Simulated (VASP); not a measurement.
NaF:

```
CELL_PARAMETERS angstrom
2.85997 0.00000 0.00000
0.00000 2.85997 0.00000
0.00000 0.00000 2.85997
ATOMIC_POSITIONS crystal
Na 0.00000 0.00000 0.00000
F 0.50000 0.50000 0.50000
```

This cell differs from its parent crystal: strain +2.4%.

Base run:

| Item | Value |
| --- | --- |
| Program | VASP 6.6.1 |
| Functional | PBE |
| Potentials or basis | VASP PAW PBE potentials, release 64 (Na_pv, F) |
| Cutoff | 520 eV |
| k mesh | 10 × 10 × 10 |
| Occupations | fermi-dirac, width 0.02 eV |
| Spin | no spin polarisation |

Its results: band gap on the k mesh 5.67 eV (least direct gap 5.98 eV); pressure 0.1 GPa.

Problem. The run is repeated on the same cell with these changes: functional from PBE to r2SCAN; occupations from fermi-dirac, width 0.02 eV to gaussian, width 0.01 eV. What comes out?

Solution. Band gap on the k mesh 6.65 eV (least direct gap 6.96 eV); pressure -4.3 GPa.

Caveats: the cell stands under tension (at least some runs); the PAW data sets were made with another functional, which shifts forces and pressure a little (at least some runs).

A k mesh can miss the band edges.
